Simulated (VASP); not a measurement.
A run of VASP 6.6.1:

The input POSCAR:

```
SiC
1.0
    0.0000000000      2.1335872859      2.1335872859
    2.1335872859      0.0000000000      2.1335872859
    2.1335872859      2.1335872859      0.0000000000
Si C
1 1
Direct
    0.2500000000      0.2500000000      0.2500000000
    0.0000000000      0.0000000000      0.0000000000
```

The input INCAR.step1:

```
PREC = Accurate
ENCUT = 660
ISMEAR = 0
SIGMA = 0.01
LREAL = False
LASPH = True
NELM = 120
NBANDS = 11
GGA = PE
ALGO = Normal
EDIFF = 1E-5
LWAVE = True
LCHARG = False
GGA_COMPAT = False
```

Contents of INCAR.step2:

```
PREC = Accurate
ENCUT = 660
EDIFF = 1E-6
ISMEAR = 0
SIGMA = 0.01
LREAL = False
LASPH = True
NELM = 120
ALGO = Normal
ISIF = 2
LWAVE = False
LCHARG = True
METAGGA = R2SCAN
LMIXTAU = True
LELF = True
LVHAR = True
NBANDS = 11
ISTART = 1
GGA_COMPAT = False
```

KPOINTS

```
Automatic mesh
0
Gamma
  8 8 8
```

Potentials or basis: VASP PAW PBE potentials, release 64 (Si, C).

Command:

```bash
$ cat potpaw_PBE.64/Si/POTCAR potpaw_PBE.64/C/POTCAR > POTCAR
$ cp INCAR.step1 INCAR
$ mpirun -np 1 vasp_std > vasp.out
$ cp INCAR.step2 INCAR
$ mpirun -np 1 vasp_std > vasp.out
```

Hardware: 1 thread of Intel Xeon 8259CL, on a shared host.

Q: Estimate the wall time of this run.

A: Wall time 82 s on 1 thread of Intel Xeon 8259CL, on a shared host, peak memory 0.16 GiB. Counts: k points 29.
